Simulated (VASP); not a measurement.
Here is a VASP 6.6.1 calculation.

File INCAR:

```
SYSTEM = Ca
ALGO = Normal
EDIFF = 1E-6
ENCUT = 520
GGA = CA
ISIF = 2
ISMEAR = -1
LASPH = .TRUE.
LCHARG = .FALSE.
LREAL = .FALSE.
LWAVE = .FALSE.
NBANDS = 22
NELM = 100
PREC = Accurate
SIGMA = 0.1
```

Contents of KPOINTS:

```
k-points
0
G
  7 7 10
  0 0 0
```

The input POSCAR:

```
Ca
1.0
    5.9852717775      0.0000000000      0.0000000000
   -2.9926358887      5.1833974078      0.0000000000
    0.0000000000      0.0000000000      3.5697984112
Ca
3
Direct
    0.0000000000      1.0000000000      0.0000000000
    0.3333333333      0.6666666667      0.5000000000
    0.6666666667      0.3333333333      0.5000000000
```

Potentials or basis: VASP PAW LDA potentials, release 64 (Ca_sv).

The run is started by

```sh
$ cat potpaw_LDA.64/Ca_sv/POTCAR > POTCAR
$ mpirun -np 1 vasp_std > vasp.out
```

(1) Estimate the band gap on the k mesh.

(2) Predict the pressure.

Results:

(1) zero (bands 15 and 16 overlap by 0.23 eV).

(2) 0.8 GPa.
